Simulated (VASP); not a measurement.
A run of VASP 6.6.1 is set up as follows.

The input INCAR:

```
PREC = Accurate
ENCUT = 500
EDIFF = 1E-6
ISMEAR = 0
SIGMA = 0.05
LREAL = F
LASPH = T
NELM = 120
ALGO = Normal
ISIF = 2
LWAVE = F
LCHARG = T
GGA = PS
LELF = T
LVHAR = T
NBANDS = 12
GGA_COMPAT = F
```

Contents of KPOINTS:

```
Automatic mesh
0
Gamma
  7 7 7
```

POSCAR

```
Nb
1.0
    0.0000000000      2.0830082917      2.0830082917
    2.0830082917      0.0000000000      2.0830082917
    2.0830082917      2.0830082917      0.0000000000
Nb
1
Direct
    0.0000000000      0.0000000000      0.0000000000
```

Potentials or basis: VASP PAW PBE potentials, release 64 (Nb_sv).

The run is started by

```sh
$ cat potpaw_PBE.64/Nb_sv/POTCAR > POTCAR
$ mpirun -np 1 vasp_std > vasp.out
```

(1) What does it give for the band gap on the k mesh?

(2) Estimate the pressure.

Answers

(1) zero (an odd number of electrons rules out a gap without spin polarisation).

(2) -0.5 GPa.

Caveat: the k points lie up to 0.37 Å⁻¹ apart, too coarse for converged energies and pressures of a metal; the PAW data sets were made with another functional, which shifts forces and pressure a little.
